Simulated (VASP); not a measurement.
ZnCu2SnS4: single point with PBE

Crystal: ZnCu2SnS4.

```xyz
8
Lattice="-2.7161 2.7161 5.4286 2.7161 -2.7161 5.4286 2.7161 2.7161 -5.4286" Properties=species:S:1:pos:R:3 pbc="T T T"
Zn    2.7161    0.0000    2.7143
Cu    0.0000    0.0000    0.0000
Cu    0.0000    2.7161    2.7143
Sn    0.0000    0.0000    5.4286
S     4.1652    1.3104    1.4069
S     1.3104    1.2671   -1.4069
S    -1.4491    1.4057    6.8355
S     1.4057    1.4491    4.0218
```

| Property | Result |
| --- | --- |
| Program | VASP 6.6.1 |
| Task | single point |
| Functional | PBE |
| Potentials or basis | VASP PAW PBE potentials, release 64 (Zn, Cu, Sn_d, S) |
| Cutoff | 520 eV |
| k mesh | 8 × 8 × 8 |
| Occupations | gaussian, width 0.05 eV |
| Spin | no spin polarisation |
| Dipole correction | no |
| Further INCAR settings | ALGO = Normal; EDIFF = 1e-07; NBANDS = 46 |

```yaml
Pressure: 1.5 GPa
Largest_force: 0.039 eV/Å
Band_gap_on_the_k_mesh: 0.12 eV
```

Forces on the atoms (eV/Å):
```
Zn   0.000  0.000  0.000
Cu   0.000  0.000  0.000
Cu   0.000  0.000  0.000
Sn   0.000  0.000  0.000
S   -0.027  0.019 -0.020
S    0.019  0.027  0.020
S    0.027 -0.019 -0.020
S   -0.019 -0.027  0.020
```

Levels at points of the mesh, in eV from the valence-band top:
```tsv
k point	band 33	band 34	band 35	band 36	band 37	band 38	band 39	band 40
(0.00, 0.00, 0.00)	-1.49	-0.06	-0.06	0.00	0.12	1.94	2.71	3.65
(0.50, 0.00, 0.00)	-1.20	-1.15	-1.04	-0.52	1.50	3.06	3.26	4.04
(0.50, 0.50, 0.00)	-0.83	-0.73	-0.52	-0.41	0.53	2.28	3.08	4.00
(0.50, 0.50, 0.50)	-1.16	-1.15	-0.88	-0.88	1.19	1.98	1.98	2.29
```

Run time: 17 min on 1 thread of Intel(R) Xeon(R) Platinum 8259CL CPU @ 2.50GHz (Skylake/Cascade Lake), on a shared host, peak memory 0.73 GiB.

Caveat: semilocal functionals underestimate gaps, and a narrow one can read as zero; spin-orbit coupling is left out, which moves the levels of the heavy elements. A k mesh can miss the band edges.
